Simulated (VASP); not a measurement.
# B6N (P-6m2) in VASP: a series of runs

The runs below take B6N through single point, with PBE.

Program: VASP 6.6.1. These are calculated values, not measurements. Logs are shortened: lines on timing, memory, paths and dates and some standing lists are left out, and cuts for length are marked.

### 1 The cell of the first run

Symmetry: P-6m2, No. 187, hexagonal system. The conventional cell has a = 3.742 Å, b = 3.742 Å, c = 4.398 Å, α = 90.00°, β = 90.00°, γ = 120.00°. Within 2.1 Å of B (site symmetry 3m) lie 4 B at 1.60 to 1.80 Å. B (site symmetry mm2) has 8 B at 1.77 to 1.97 Å within 2.4 Å. B (site symmetry -6m2) has 12 B at 1.87 to 2.57 Å and 2 N at 2.20 Å within 2.6 Å. N (site symmetry -6m2) has 20 B at 2.20 to 2.89 Å within 2.9 Å.

The cell was built from a structure type or drawn by symmetry, and may not be a known phase.

### 2 Single point, PBE

INCAR

```
PREC = Accurate ; ENCUT = 600
EDIFF = 1E-6 ; ISMEAR = 0
SIGMA = 0.2 ; LREAL = F
LASPH = T ; NELM = 120
ALGO = Normal ; ISIF = 2
LWAVE = F ; LCHARG = F
GGA = PE ; NBANDS = 20
GGA_COMPAT = F
```

KPOINTS

```
Automatic mesh
0
Gamma
  5 5 3
```

POSCAR

```
B6N
1.0
    3.7420035891     -0.0000000030      0.0000000000
   -1.8710017920      3.2406701707      0.0000000000
    0.0000000000      0.0000000000      4.3975501072
B N
6 1
Direct
    0.0000000000      0.0000000000      0.6821486682
    0.0000000000      0.0000000000      0.3178513318
    0.8244744897      0.1755255103      0.0000000000
    0.8244744897      0.6489489794      0.0000000000
    0.3510510206      0.1755255103      0.0000000000
    0.3333333333      0.6666666667      0.0000000000
    0.3333333333      0.6666666667      0.5000000000
```

Potentials or basis: VASP PAW PBE potentials, release 64 (B, N).

Run with:

```bash
> cat potpaw_PBE.64/B/POTCAR potpaw_PBE.64/N/POTCAR > POTCAR
> mpirun -np 1 vasp_std > vasp.out
```

OUTCAR:

```text
PREC = Accurate
   ENCUT = 600
   EDIFF = 1E-6
   ISMEAR = 0
   LREAL = F
   LASPH = T
   NELM = 120
   ISIF = 2
   GGA = PE

 ion  position               nearest neighbor table
   1  0.000  0.000  0.682-   2 1.60   5 1.80   4 1.80   3 1.80
   2  0.000  0.000  0.318-   1 1.60   5 1.80   4 1.80   3 1.80
   3  0.824  0.176  0.000-   5 1.77   4 1.77   1 1.80   2 1.80   6 1.87   6 1.87   5 1.97   4 1.97

   4  0.824  0.649  0.000-   5 1.77   3 1.77   1 1.80   2 1.80   6 1.87   6 1.87   5 1.97   3 1.97

   5  0.351  0.176  0.000-   4 1.77   3 1.77   1 1.80   2 1.80   6 1.87   6 1.87   4 1.97   3 1.97

   6  0.333  0.667  0.000-   4 1.87   5 1.87   3 1.87   3 1.87   4 1.87   5 1.87
   7  0.333  0.667  0.500-

  LATTYP: Found a hexagonal cell.
 ALAT       =     3.7420035891
 C/A-ratio  =     1.1751859672

  Lattice vectors:

 A1 = (   3.7420035891,  -0.0000000030,   0.0000000000)
 A2 = (  -1.8710017920,   3.2406701707,   0.0000000000)
 A3 = (   0.0000000000,   0.0000000000,   4.3975501072)

Analysis of symmetry for initial positions (statically):
=====================================================================
 Subroutine PRICEL returns:
 Original cell was already a primitive cell.

 Routine SETGRP: Setting up the symmetry group for a
 hexagonal supercell.

 Subroutine GETGRP returns: Found 12 space group operations
 (whereof 12 operations were pure point group operations)
 out of a pool of 24 trial point group operations.

The static configuration has the point symmetry D_3h.

Analysis of symmetry for dynamics (positions and initial velocities):
=====================================================================
 Subroutine PRICEL returns:
 Original cell was already a primitive cell.

 Routine SETGRP: Setting up the symmetry group for a
 hexagonal supercell.

 Subroutine GETGRP returns: Found 12 space group operations
 (whereof 12 operations were pure point group operations)
 out of a pool of 24 trial point group operations.

The dynamic configuration has the point symmetry D_3h.

 Subroutine INISYM returns: Found 12 space group operations
 (whereof 12 operations are pure point group operations),
 and found     1 'primitive' translations

----------------------------------------------------------------------------------------

                                     Primitive cell

  volume of cell :      53.3273

  direct lattice vectors                    reciprocal lattice vectors
     3.742003589 -0.000000003  0.000000000     0.267236516  0.154289074  0.000000000
    -1.871001792  3.240670171  0.000000000     0.000000000  0.308578148  0.000000000
     0.000000000  0.000000000  4.397550107     0.000000000  0.000000000  0.227399342

  length of vectors
     3.742003589  3.742003589  4.397550107     0.308578148  0.308578148  0.227399342

  position of ions in fractional coordinates (direct lattice)
     0.000000000  0.000000000  0.682148668
     0.000000000  0.000000000  0.317851332
     0.824474490  0.175525510  0.000000000
     0.824474490  0.648948979  0.000000000
     0.351051021  0.175525510  0.000000000
     0.333333333  0.666666667  0.000000000
     0.333333333  0.666666667  0.500000000

  ion indices of the primitive-cell ions
   primitive index   ion index
                 1           1
                 2           2
                 3           3
                 4           4
                 5           5
                 6           6
                 7           7

----------------------------------------------------------------------------------------

 KPOINTS: Automatic mesh

Automatic generation of k-mesh.
 Grid dimensions read from file:
 generate k-points for:    5    5    3

 Generating k-lattice:

  Cartesian coordinates                     Fractional coordinates (reciprocal lattice)
     0.053447303  0.030857815  0.000000000     0.200000000 -0.000000000  0.000000000
     0.000000000  0.061715630  0.000000000     0.000000000  0.200000000  0.000000000
     0.000000000  0.000000000  0.075799781     0.000000000  0.000000000  0.333333333

  Length of vectors
     0.061715630  0.061715630  0.075799781

  Shift w.r.t. Gamma in fractional coordinates (k-lattice)
     0.000000000  0.000000000  0.000000000

 Subroutine IBZKPT returns following result:
 ===========================================

 Found     10 irreducible k-points:

 Following reciprocal coordinates:
            Coordinates               Weight
  0.000000  0.000000  0.000000      1.000000
  0.200000  0.000000  0.000000      6.000000
  0.400000  0.000000  0.000000      6.000000
  0.200000  0.200000  0.000000      6.000000
  0.400000  0.200000  0.000000      6.000000
  0.000000  0.000000  0.333333      2.000000
  0.200000  0.000000  0.333333     12.000000
  0.400000  0.000000  0.333333     12.000000
  0.200000  0.200000  0.333333     12.000000
  0.400000  0.200000  0.333333     12.000000
   k-points           NKPTS =     10   k-points in BZ     NKDIM =     10   number of bands    NBANDS=     20
   number of dos      NEDOS =    301   number of ions     NIONS =      7
   total plane-waves  NPLWV =  32400
   dimension x,y,z NGX =    30 NGY =   30 NGZ =   36
   dimension x,y,z NGXF=    60 NGYF=   60 NGZF=   72
   ions per type =               6   1
   NGX,Y,Z   is equivalent  to a cutoff of  13.33, 13.33, 13.61 a.u.
   NGXF,Y,Z  is equivalent  to a cutoff of  26.66, 26.66, 27.22 a.u.
 SYSTEM =  unknown system
   PREC   = accura    normal or accurate (medium, high low for compatibility)
   ISTART =      0    job   : 0-new  1-cont  2-samecut
   ICHARG =      2    charge: 1-file 2-atom 10-const
   ISPIN  =      1    spin polarized calculation?
   LNONCOLLINEAR =      F non collinear calculations
   LSORBIT =      F    spin-orbit coupling
   LASPH  =      T    aspherical Exc in radial PAW
   ENCUT  =  600.0 eV  44.10 Ry    6.64 a.u.   7.47  7.47  8.78*2*pi/ulx,y,z
   NELM   =    120;   NELMIN=  2; NELMDL= -5     # of ELM steps
   EDIFF  = 0.1E-05   stopping-criterion for ELM
   LREAL  =      F    real-space projection
   EDIFFG = 0.1E-04   stopping-criterion for IOM
   NSW    =      0    number of steps for IOM
   IBRION =     -1    ionic relax: 0-MD 1-quasi-New 2-CG
   NFREE  =      0    steps in history (QN), initial steepest desc. (CG)
   ISIF   =      2    stress and relaxation
   ISYM   =      2    0-nonsym 1-usesym 2-fastsym
   POTIM  = 0.5000    time-step for ionic-motion
   TEBEG  =    0.0;   TEEND  =   0.0 temperature during run
   PSTRESS=    0.0 pullay stress
   NELECT =      23.0000    total number of electrons
   NUPDOWN=      -1.0000    fix difference up-down
   EMIN   =  10.00;   EMAX   =-10.00  energy-range for DOS
   EFERMI =   0.00;   METHOD = LEGACY
   ISMEAR =     0;   SIGMA  =   0.20  broadening in eV -4-tet -1-fermi 0-gaus
   EFERMI_NEDOS =   21; number of points for ismear=-14 and -15
   IALGO  =     38    algorithm
   IMIX   =      4    mixing-type and parameters
     AMIX     =   0.40;   BMIX     =  1.00
     AMIX_MAG =   1.60;   BMIX_MAG =  1.00
  volume/ion in A,a.u.               =       7.62        51.41
  Fermi-wavevector in a.u.,A,eV,Ry     =   1.236899  2.337400 20.815807  1.529919
  Thomas-Fermi vector in A             =   2.371488
   LORBIT       =      0    0 simple, 1 ext, 2 COOP (PROOUT), +10 PAW based schemes
   GGA     = PE    functional components
   LHFCALC =     F    Hartree Fock is set to
   AEXX    =    0.0000 exact exchange contribution
   IVDW    =     0    specifies the selected vdW correction
   LEPSILON=     F    determine dielectric tensor
   LRPA    =     F    only Hartree local field effects (RPA)
 non-spin polarized calculation
 Gauss-broadening in eV      SIGMA  =   0.20
  energy-cutoff  :      600.00
  volume of cell :       53.33
 maximum number of plane-waves:      1835
 NGX is ok and might be reduce to    30
   NGX = 15   NGY = 15   NGZ = 17

 number of electron      22.9999999 magnetization

 Free energy of the ion-electron system (eV)
  ---------------------------------------------------
  ext. energy  EPLUGINS =         0.00000000
  ---------------------------------------------------
  free energy    TOTEN  =       -39.08938808 eV

  energy without entropy =      -39.02821642  energy(sigma->0) =      -39.05880225

 E-fermi :   5.8770     XC(G=0): -11.5415

 val. band max:        5.8751379549   @ k =   0.2000   0.0000   0.0000
 cond. band min:       5.9131533864   @ k =   0.4000   0.2000   0.0000
 fundamental gap:      0.0380154315
 Fermi energy:         5.8769706762

 k-point     1 :       0.0000    0.0000    0.0000
  band No.  band energies     occupation
      1     -11.0433      2.00000
      2      -6.8792      2.00000
      3      -3.3685      2.00000
      4      -2.5148      2.00000
      5      -1.5688      2.00000
      6      -1.5688      2.00000
[... 12 lines left out ...]
     19      14.0074      0.00000
     20      14.5917      0.00000

 k-point     2 :       0.2000    0.0000    0.0000
  band No.  band energies     occupation
      1     -10.6486      2.00000
      2      -6.8712      2.00000
      3      -3.8673      2.00000
      4      -2.9036      2.00000
      5      -2.0824      2.00000
      6      -1.9404      2.00000
[... 12 lines left out ...]
     19      13.5192      0.00000
     20      15.7239      0.00000
[... 143 lines left out ...]
      3      -5.1261      2.00000
      4      -4.1773      2.00000
      5      -2.6318      2.00000
      6      -0.1605      2.00000
[... 12 lines left out ...]
     19      13.8377      0.00000
     20      14.1062      0.00000

 k-point    10 :       0.4000    0.2000    0.3333
  band No.  band energies     occupation
      1      -8.3802      2.00000
      2      -7.8471      2.00000
      3      -6.1866      2.00000
      4      -4.7652      2.00000
      5      -3.1793      2.00000
      6       0.1564      2.00000
[... 12 lines left out ...]
     19      13.1245      0.00000
     20      15.3383      0.00000

------------------------ aborting loop because EDIFF is reached ----------------------------------------

  FORCE on cell =-STRESS in cart. coord.  units (eV):
  Direction    XX          YY          ZZ          XY          YZ          ZX
  --------------------------------------------------------------------------------------
  -------------------------------------------------------------------------------------
  Total        0.0146076      0.0146076     -0.1763883     -0.0000000      0.0000000      0.0000000
  in kB        0.4388731      0.4388731     -5.2994459     -0.0000000      0.0000000      0.0000000
  external PRESSURE =      -1.4738999 kB  Pullay stress =       0.0000000 kB

 VOLUME and BASIS-vectors are now :
 -----------------------------------------------------------------------------
  energy-cutoff  :      600.00
  volume of cell :       53.33
      direct lattice vectors                 reciprocal lattice vectors
     3.742003589 -0.000000003  0.000000000     0.267236516  0.154289074  0.000000000
    -1.871001792  3.240670171  0.000000000     0.000000000  0.308578148  0.000000000
     0.000000000  0.000000000  4.397550107     0.000000000  0.000000000  0.227399342

 POSITION                                       TOTAL-FORCE (eV/Angst)
 -----------------------------------------------------------------------------------
      0.00000      0.00000      2.99978         0.000000      0.000000     -0.010353
      0.00000      0.00000      1.39777         0.000000      0.000000      0.010353
      2.75678      0.56882      0.00000        -0.005357      0.003093     -0.000000
      1.87100      2.10303      0.00000        -0.000000     -0.006186      0.000000
      0.98523      0.56882      0.00000         0.005357      0.003093     -0.000000
      0.00000      2.16045      0.00000        -0.000000      0.000000     -0.000000
      0.00000      2.16045      2.19878        -0.000000      0.000000     -0.000000
 -----------------------------------------------------------------------------------
    total drift:                                0.000000     -0.000000     -0.000000

  FREE ENERGIE OF THE ION-ELECTRON SYSTEM (eV)
  ---------------------------------------------------
  free  energy   TOTEN  =       -39.0893880828 eV

  energy  without entropy=      -39.0282164185  energy(sigma->0) =      -39.05880225
```

Wall time 30 s (1 thread of Intel Xeon 8259CL, shared host); peak memory 0.17 GiB.

What came out:

* Free energy: -39.0894 eV
* Pressure: -0.1 GPa
* Largest force: 0.010 eV/Å
* Band gap on the k mesh: zero (an odd number of electrons rules out a gap without spin polarisation)

Forces on the atoms (eV/Å):
```
B    0.000  0.000 -0.010
B    0.000  0.000  0.010
B   -0.005  0.003  0.000
B    0.000 -0.006  0.000
B    0.005  0.003  0.000
B    0.000  0.000  0.000
N    0.000  0.000  0.000
```

Caveat: the k points lie up to 0.48 Å⁻¹ apart, too coarse for converged energies and pressures of a metal.

### 3 Single point, PBE

This run uses another cell than the first one, of 7.72 Å³/atom.

INCAR

```
SYSTEM = B6N
PREC = Accurate ; ENCUT = 600
EDIFF = 1E-6 ; ISMEAR = 0
SIGMA = 0.2 ; LREAL = .False.
LASPH = .True. ; NELM = 120
ALGO = Normal ; ISIF = 2
LWAVE = .False. ; LCHARG = .False.
GGA = PE ; NBANDS = 20
GGA_COMPAT = .False.
```

KPOINTS

```
regular mesh
0
Gamma
  4 4 4
  0 0 0
```

POSCAR

```
B6N
1.0
    4.5622344782      0.0000000000      0.0000000000
   -2.2811172391      3.9510109562      0.0000000000
    0.0000000000      0.0000000000      2.9962241703
B N
6 1
Direct
    0.5215342506      0.4784657494      0.5000000000
    0.5215342506      0.0430685012      0.5000000000
    0.9569314988      0.4784657494      0.5000000000
    0.0000000000      0.0000000000      0.0000000000
    0.0000000000      0.0000000000      0.5000000000
    0.6666666667      0.3333333333      0.0000000000
    0.3333333333      0.6666666667      0.5000000000
```

Potentials or basis: VASP PAW PBE potentials, release 64 (B, N).

Run with:

```bash
> cat potpaw_PBE.64/B/POTCAR potpaw_PBE.64/N/POTCAR > POTCAR
> mpirun -np 1 vasp_std > vasp.out
```

Wall time 23 s (1 thread of Intel Xeon 8259CL, shared host); peak memory 0.17 GiB.

It converged, with:

```yaml
Free_energy: -43.4519 eV
Pressure: -0.2 GPa
Largest_force: 0.016 eV/Å
Band_gap_on_the_k_mesh: zero (an odd number of electrons rules out a gap without spin polarisation)
```

Forces in eV/Å, atoms in the order of the input:
```
B    0.014 -0.008  0.000
B    0.000  0.016  0.000
B   -0.014 -0.008  0.000
B    0.000  0.000  0.000
B    0.000  0.000  0.000
B    0.000  0.000  0.000
N    0.000  0.000  0.000
```

Stress tensor (GPa, compression positive):
```
-0.09  0.00  0.00
 0.00 -0.09  0.00
 0.00  0.00 -0.51
```

Levels at points of the mesh, in eV from the Fermi level:
```csv
k point,band 9,band 10,band 11,band 12,band 13,band 14
"(0.00, 0.00, 0.00)",-2.87,-0.13,0.00,0.00,2.81,4.22
"(0.50, 0.00, 0.00)",-3.49,-1.97,-0.62,-0.43,1.89,3.74
"(0.00, 0.00, 0.50)",-4.48,-3.11,-3.11,-2.92,0.45,0.45
"(0.50, 0.00, 0.50)",-3.89,-2.73,-0.82,0.24,2.32,2.62
```

Caveat: the k points lie up to 0.52 Å⁻¹ apart, too coarse for converged energies and pressures of a metal.
